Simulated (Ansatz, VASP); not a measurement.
One calculation of Cu, two programs

```
CELL_PARAMETERS angstrom
2.55762 0.00000 0.00000
-1.27881 2.21496 0.00000
0.00000 0.00000 4.22453
ATOMIC_POSITIONS crystal
Cu 0.33333 0.66667 0.25000
Cu 0.66667 0.33333 0.75000
```

Change from the starting cell: volume scaled by 1, PAW files.

Alike in both runs: task single point; functional PBE; k mesh 19 × 19 × 10; occupations fermi-dirac, width 0.05 eV; no spin polarisation.

|  | VASP | Ansatz |
| --- | --- | --- |
| version | VASP 6.6.1 | Ansatz 0.2.0 |
| potentials or method | VASP PAW PBE potentials, release 64 (Cu) | PAW with Ansatz's default frozen-core files, scalar-relativistic |
| plane-wave cutoff (eV) | 520 | 420 |
| valence electrons in the cell | 22 | 38 |

|  | VASP | Ansatz | Ansatz less VASP |
| --- | --- | --- | --- |
| pressure (GPa) | 0.8 | 0.0 | -0.75 |

VASP's potentials hold 22 valence electrons a cell and Ansatz's 38, so a difference there can come from the potentials and not from the codes.
